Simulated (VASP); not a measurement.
BN: single point with BLYP+D4

BN:

```
CELL_PARAMETERS angstrom
2.51479 0.00000 0.00000
-1.25739 2.17787 0.00000
0.00000 0.00000 6.67965
ATOMIC_POSITIONS crystal
N 0.66667 0.33333 0.25000
N 0.33333 0.66667 0.75000
B 0.66667 0.33333 0.75000
B 0.33333 0.66667 0.25000
```

```json
{
  "Program": "VASP 6.6.1",
  "Task": "single point",
  "Functional": "BLYP",
  "Dispersion": "D4",
  "Potentials or basis": "VASP PAW PBE potentials, release 64 (N, B)",
  "Cutoff": "520 eV",
  "k mesh": "12 × 12 × 4",
  "Occupations": "fermi-dirac, width 0.05 eV",
  "Spin": "no spin polarisation",
  "Dipole correction": "no",
  "Further INCAR settings": "ALGO = Normal; EDIFF = 1e-06; NBANDS = 16"
}
```

```json
{"Pressure": "-2.8 GPa", "Band gap on the k mesh": "4.34 eV (least direct gap 4.67 eV)", "Dispersion energy per atom": "-0.297 eV"}
```

Stress tensor (GPa, compression positive):
```
-3.14  0.00  0.00
 0.00 -3.14  0.00
 0.00  0.00 -2.14
```

Levels at points of the mesh, in eV from the valence-band top:
| k point | band 6 | band 7 | band 8 | band 9 | band 10 | band 11 |
| --- | --- | --- | --- | --- | --- | --- |
| (0.00, 0.00, 0.00) | -1.44 | -1.41 | -1.41 | 5.28 | 10.22 | 11.51 |
| (0.50, 0.00, 0.00) | -4.11 | -1.40 | -0.42 | 4.34 | 5.64 | 9.55 |
| (0.00, 0.00, 0.50) | -1.42 | -1.42 | -1.42 | 7.60 | 7.60 | 11.57 |
| (0.50, 0.00, 0.50) | -4.14 | -0.89 | -0.89 | 4.78 | 4.78 | 9.95 |

It took 55 s on 1 thread of Intel Xeon 8259CL, with other jobs on the host, peak memory 0.16 GiB.

Caveat: the PAW data sets were made with another functional, which shifts forces and pressure a little. A k mesh can miss the band edges.
